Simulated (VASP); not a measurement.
# Cl (Cmce) in VASP: further runs, part 2 of 2

VASP 6.6.1. Earlier steps stand in the parts before.

**5. Single point, RPBE+D3(BJ)**

This run uses another cell than the first one, of 25.50 Å³/atom, 0.844 times its volume.

The input, INCAR:

```
SYSTEM = Cl
PREC = Accurate
ENCUT = 520
EDIFF = 1E-7
ISMEAR = -1
SIGMA = 0.05
LREAL = .FALSE.
LASPH = .TRUE.
NELM = 60
ALGO = Normal
ISIF = 2
LWAVE = .FALSE.
LCHARG = .TRUE.
GGA = RP
IVDW = 12
LELF = .TRUE.
LVHAR = .TRUE.
NBANDS = 22
```

The input, KPOINTS:

```
regular mesh
0
G
  7 7 4
  0 0 0
```

The input, POSCAR:

```
Cl
1.0
    3.2799104211     -1.9540048342      0.0000000000
    3.2799104211      1.9540048342      0.0000000000
    0.0000000000      0.0000000000      7.9588947749
Cl
4
Direct
    0.3699374968      0.6300625032      0.3886327034
    0.1300625032      0.8699374968      0.8886327034
    0.6300625032      0.3699374968      0.6113672966
    0.8699374968      0.1300625032      0.1113672966
```

Potentials or basis: VASP PAW PBE potentials, release 64 (Cl).

Command:

```
> cat potpaw_PBE.64/Cl/POTCAR > POTCAR
> mpirun -np 1 vasp_std > vasp.out
```

OUTCAR:

```text
SYSTEM = Cl
   PREC = Accurate
   ENCUT = 520
   EDIFF = 1E-7
   ISMEAR = -1
   LREAL = .FALSE.
   LASPH = .TRUE.
   NELM = 60
   ISIF = 2
   GGA = RP
   IVDW = 12
 IVDW          = 12

 ion  position               nearest neighbor table
   1  0.370  0.630  0.389-   3 2.04
   2  0.130  0.870  0.889-   4 2.04
   3  0.630  0.370  0.611-   1 2.04
   4  0.870  0.130  0.111-   2 2.04

  LATTYP: Found a base centered orthorhombic cell.
 ALAT       =     3.9080096684
 B/A-ratio  =     1.6785579870
 C/A-ratio  =     2.0365596429

  Lattice vectors:

 A1 = (  -3.2799104211,  -1.9540048342,   0.0000000000)
 A2 = (   3.2799104211,  -1.9540048342,   0.0000000000)
 A3 = (   0.0000000000,   0.0000000000,   7.9588947749)

Analysis of symmetry for initial positions (statically):
=====================================================================
 Subroutine PRICEL returns:
 Original cell was already a primitive cell.

 Routine SETGRP: Setting up the symmetry group for a
 base centered orthorhombic supercell.

 Subroutine GETGRP returns: Found  8 space group operations
 (whereof  4 operations were pure point group operations)
 out of a pool of  8 trial point group operations.

The static configuration has the point symmetry C_2h.
 The point group associated with its full space group is D_2h.

Analysis of symmetry for dynamics (positions and initial velocities):
=====================================================================
 Subroutine PRICEL returns:
 Original cell was already a primitive cell.

 Routine SETGRP: Setting up the symmetry group for a
 base centered orthorhombic supercell.

 Subroutine GETGRP returns: Found  8 space group operations
 (whereof  4 operations were pure point group operations)
 out of a pool of  8 trial point group operations.

The dynamic configuration has the point symmetry C_2h.
 The point group associated with its full space group is D_2h.

 Subroutine INISYM returns: Found  8 space group operations
 (whereof  4 operations are pure point group operations),
 and found     1 'primitive' translations

----------------------------------------------------------------------------------------

                                     Primitive cell

  volume of cell :     102.0165

  direct lattice vectors                    reciprocal lattice vectors
     3.279910421 -1.954004834  0.000000000     0.152443188 -0.255884730  0.000000000
     3.279910421  1.954004834  0.000000000     0.152443188  0.255884730  0.000000000
     0.000000000  0.000000000  7.958894775     0.000000000  0.000000000  0.125645586

  length of vectors
     3.817845893  3.817845893  7.958894775     0.297852179  0.297852179  0.125645586

  position of ions in fractional coordinates (direct lattice)
     0.369937497  0.630062503  0.388632703
     0.130062503  0.869937497  0.888632703
     0.630062503  0.369937497  0.611367297
     0.869937497  0.130062503  0.111367297

  ion indices of the primitive-cell ions
   primitive index   ion index
                 1           1
                 2           2
                 3           3
                 4           4

----------------------------------------------------------------------------------------

 KPOINTS: regular mesh

Automatic generation of k-mesh.
 Grid dimensions read from file:
 generate k-points for:    7    7    4

 Generating k-lattice:

  Cartesian coordinates                     Fractional coordinates (reciprocal lattice)
     0.021777598 -0.036554961  0.000000000     0.142857143  0.000000000  0.000000000
     0.021777598  0.036554961  0.000000000     0.000000000  0.142857143  0.000000000
     0.000000000  0.000000000  0.031411397     0.000000000  0.000000000  0.250000000

  Length of vectors
     0.042550311  0.042550311  0.031411397

  Shift w.r.t. Gamma in fractional coordinates (k-lattice)
     0.000000000  0.000000000  0.000000000

 Subroutine IBZKPT returns following result:
 ===========================================

 Found     48 irreducible k-points:

 Following reciprocal coordinates:
            Coordinates               Weight
  0.000000  0.000000  0.000000      1.000000
  0.142857  0.000000  0.000000      4.000000
  0.285714  0.000000  0.000000      4.000000
  0.428571 -0.000000  0.000000      4.000000
  0.142857  0.142857  0.000000      2.000000
  0.285714  0.142857  0.000000      4.000000
[... 16 lines left out ...]
  0.428571  0.142857  0.250000      8.000000
 -0.428571  0.142857  0.250000      8.000000
 [... further k-points ...]
   k-points           NKPTS =     48   k-points in BZ     NKDIM =     48   number of bands    NBANDS=     22
   number of dos      NEDOS =    301   number of ions     NIONS =      4
   total plane-waves  NPLWV =  47040
   dimension x,y,z NGX =    28 NGY =   28 NGZ =   60
   dimension x,y,z NGXF=    56 NGYF=   56 NGZF=  120
   ions per type =               4
   NGX,Y,Z   is equivalent  to a cutoff of  12.19, 12.19, 12.53 a.u.
   NGXF,Y,Z  is equivalent  to a cutoff of  24.38, 24.38, 25.07 a.u.
 SYSTEM =  Cl
   PREC   = accura    normal or accurate (medium, high low for compatibility)
   ISTART =      0    job   : 0-new  1-cont  2-samecut
   ICHARG =      2    charge: 1-file 2-atom 10-const
   ISPIN  =      1    spin polarized calculation?
   LNONCOLLINEAR =      F non collinear calculations
   LSORBIT =      F    spin-orbit coupling
   LASPH  =      T    aspherical Exc in radial PAW
   ENCUT  =  520.0 eV  38.22 Ry    6.18 a.u.   7.10  7.10 14.80*2*pi/ulx,y,z
   NELM   =     60;   NELMIN=  2; NELMDL= -5     # of ELM steps
   EDIFF  = 0.1E-06   stopping-criterion for ELM
   LREAL  =      F    real-space projection
   EDIFFG = 0.1E-05   stopping-criterion for IOM
   NSW    =      0    number of steps for IOM
   IBRION =     -1    ionic relax: 0-MD 1-quasi-New 2-CG
   NFREE  =      0    steps in history (QN), initial steepest desc. (CG)
   ISIF   =      2    stress and relaxation
   ISYM   =      2    0-nonsym 1-usesym 2-fastsym
   POTIM  = 0.5000    time-step for ionic-motion
   TEBEG  =    0.0;   TEEND  =   0.0 temperature during run
   PSTRESS=    0.0 pullay stress
   NELECT =      28.0000    total number of electrons
   NUPDOWN=      -1.0000    fix difference up-down
   EMIN   =  10.00;   EMAX   =-10.00  energy-range for DOS
   EFERMI =   0.00;   METHOD = LEGACY
   ISMEAR =    -1;   SIGMA  =   0.05  broadening in eV -4-tet -1-fermi 0-gaus
   EFERMI_NEDOS =   21; number of points for ismear=-14 and -15
   IALGO  =     38    algorithm
   IMIX   =      4    mixing-type and parameters
     AMIX     =   0.40;   BMIX     =  1.00
     AMIX_MAG =   1.60;   BMIX_MAG =  1.00
  volume/ion in A,a.u.               =      25.50       172.11
  Fermi-wavevector in a.u.,A,eV,Ry     =   1.063908  2.010494 15.400436  1.131900
  Thomas-Fermi vector in A             =   2.199409
   LORBIT       =      0    0 simple, 1 ext, 2 COOP (PROOUT), +10 PAW based schemes
   GGA     = RP    functional components
   LHFCALC =     F    Hartree Fock is set to
   AEXX    =    0.0000 exact exchange contribution
   IVDW    =    12    specifies the selected vdW correction
   LEPSILON=     F    determine dielectric tensor
   LRPA    =     F    only Hartree local field effects (RPA)
 non-spin polarized calculation
  energy-cutoff  :      520.00
  volume of cell :      102.02
 maximum number of plane-waves:      2768
   NGX = 15   NGY = 15   NGZ = 29

 number of electron      28.0000000 magnetization

 Free energy of the ion-electron system (eV)
  ---------------------------------------------------
  ext. energy  EPLUGINS =         0.00000000
  ---------------------------------------------------
  free energy    TOTEN  =        -6.28023678 eV

  energy without entropy =       -6.28023678  energy(sigma->0) =       -6.28023678

 E-fermi :   1.6480     XC(G=0):  -7.9902

 val. band max:        0.5882587348   @ k =   0.0000   0.0000   0.0000
 cond. band min:       2.7911525969   @ k =   0.0000   0.0000   0.0000
 fundamental gap:      2.2028938621
 Fermi energy:         1.6480451451

 k-point     1 :       0.0000    0.0000    0.0000
  band No.  band energies     occupation
      1     -16.2339      2.00000
      2     -15.7545      2.00000
      3     -12.7225      2.00000
      4     -11.4999      2.00000
      5      -5.2451      2.00000
      6      -3.6235      2.00000
[... 574 lines left out ...]
      6      -4.7382      2.00000
[... 14 lines left out ...]
     21      11.8318      0.00000
     22      12.6011      0.00000

 [... further k-points ...]

------------------------ aborting loop because EDIFF is reached ----------------------------------------

 Edisp (eV)   -1.81875

 E8    (eV) :    -0.8525

  FORCE on cell =-STRESS in cart. coord.  units (eV):
  Direction    XX          YY          ZZ          XY          YZ          ZX
  --------------------------------------------------------------------------------------
  -------------------------------------------------------------------------------------
  Total      -0.03313    -0.17701    -0.54009     0.00000    -0.00000     0.00000
  in kB      -0.52031    -2.77995    -8.48223     0.00000    -0.00000     0.00000
  external pressure =       -3.93 kB  Pullay stress =        0.00 kB

 VOLUME and BASIS-vectors are now :
 -----------------------------------------------------------------------------
  energy-cutoff  :      520.00
  volume of cell :      102.02
      direct lattice vectors                 reciprocal lattice vectors
     3.279910421 -1.954004834  0.000000000     0.152443188 -0.255884730  0.000000000
     3.279910421  1.954004834  0.000000000     0.152443188  0.255884730  0.000000000
     0.000000000  0.000000000  7.958894775     0.000000000  0.000000000  0.125645586

 POSITION                                       TOTAL-FORCE (eV/Angst)
 -----------------------------------------------------------------------------------
      3.27991      0.50829      3.09309         0.000000     -0.090032      0.164802
      3.27991      1.44572      7.07253         0.000000      0.090032      0.164802
      3.27991     -0.50829      4.86581         0.000000      0.090032     -0.164802
      3.27991     -1.44572      0.88636         0.000000     -0.090032     -0.164802
 -----------------------------------------------------------------------------------
    total drift:                                0.000000     -0.000000     -0.000000

  FREE ENERGIE OF THE ION-ELECTRON SYSTEM (eV)
  ---------------------------------------------------
  free  energy   TOTEN  =        -8.0989864067 eV

  energy  without entropy=       -8.0989864066  energy(sigma->0) =       -8.09898641
```

OSZICAR:

```text
N       E                     dE             d eps       ncg     rms          rms(c)
DAV:   1     0.177900697358E+03    0.17790E+03   -0.12492E+04  2112   0.110E+03
DAV:   2     0.498832851387E+01   -0.17291E+03   -0.16751E+03  3004   0.206E+02
DAV:   3    -0.652128145111E+01   -0.11510E+02   -0.11462E+02  2690   0.599E+01
DAV:   4    -0.667154348203E+01   -0.15026E+00   -0.15020E+00  2856   0.823E+00
DAV:   5    -0.667387738814E+01   -0.23339E-02   -0.23338E-02  2734   0.988E-01    0.159E+01
DAV:   6    -0.637365373647E+01    0.30022E+00   -0.21797E-01  2622   0.269E+00    0.104E+01
DAV:   7    -0.629073640108E+01    0.82917E-01   -0.48905E-01  2622   0.393E+00    0.782E-01
DAV:   8    -0.627985386379E+01    0.10883E-01   -0.60114E-02  2496   0.148E+00    0.380E-01
DAV:   9    -0.628003704004E+01   -0.18318E-03   -0.16497E-03  2628   0.255E-01    0.905E-02
DAV:  10    -0.628022125890E+01   -0.18422E-03   -0.21616E-04  2798   0.964E-02    0.438E-02
DAV:  11    -0.628023326335E+01   -0.12004E-04   -0.33013E-05  2696   0.354E-02    0.130E-02
DAV:  12    -0.628023522750E+01   -0.19642E-05   -0.47845E-06  2850   0.139E-02    0.595E-03
DAV:  13    -0.628023653502E+01   -0.13075E-05   -0.16072E-06  2626   0.845E-03    0.325E-03
DAV:  14    -0.628023676367E+01   -0.22865E-06   -0.42308E-07  2622   0.406E-03    0.691E-04
DAV:  15    -0.628023678259E+01   -0.18918E-07   -0.67712E-08  1812   0.171E-03
   1 F= -.80989864E+01 E0= -.80989864E+01  d E =-.626593E-10
```

It took 59 s on 1 thread of AMD EPYC 9R45 (Zen 5), shared host; peak memory 0.21 GiB.

Results:

```
Free energy                : -8.0990 eV
Pressure                   : -0.4 GPa
Largest force              : 0.188 eV/Å
Band gap on the k mesh     : 2.20 eV, direct
Dispersion energy per atom : -0.455 eV
```

Forces on the atoms (eV/Å):
```
Cl   0.000 -0.090  0.165
Cl   0.000  0.090  0.165
Cl   0.000  0.090 -0.165
Cl   0.000 -0.090 -0.165
```

Caveat: the PAW data sets were made with another functional, which shifts forces and pressure a little. RPBE gaps usually lie below the measured ones, often by a third to a half.

**6. Summary**

| level | potentials or basis | cell | k mesh | smearing | gap on the mesh (eV) | pressure (GPa) | largest force (eV/Å) |
| --- | --- | --- | --- | --- | --- | --- | --- |
| LDA | VASP PAW LDA potentials, release 64 (Cl) | a = 3.918, b = 3.918, c = 8.318 Å, angles 90.0, 90.0, 71.2°, 4 atoms | 7 × 7 × 4 | fermi-dirac 0.05 eV | 2.23 | -3.5 | 0.72 |
| LDA | VASP PAW LDA potentials, release 64 (Cl) | a = 3.943, b = 3.943, c = 8.371 Å, angles 90.0, 90.0, 71.2°, 4 atoms | 7 × 7 × 4 | fermi-dirac 0.05 eV | 2.16 | -3.8 | 0.90 |
| PBEsol | VASP PAW PBE potentials, release 64 (Cl) | a = 3.867, b = 3.867, c = 8.210 Å, angles 90.0, 90.0, 71.2°, 4 atoms | 4 × 4 × 2 | fermi-dirac 0.03 eV | 2.48 | -1.2 | 0.31 |
| RPBE+D3(BJ) | VASP PAW PBE potentials, release 64 (Cl) | a = 3.818, b = 3.818, c = 7.959 Å, angles 90.0, 90.0, 61.6°, 4 atoms | 7 × 7 × 4 | fermi-dirac 0.05 eV | 2.20 | -0.4 | 0.19 |

Alike in all rows: task single point; no spin polarisation; cutoff (eV) 520.

Caveats: some runs use coarse meshes; the PAW data sets were made with another functional, which shifts forces and pressure a little (some runs).

Absolute energies hang on the potentials; compare differences alone.
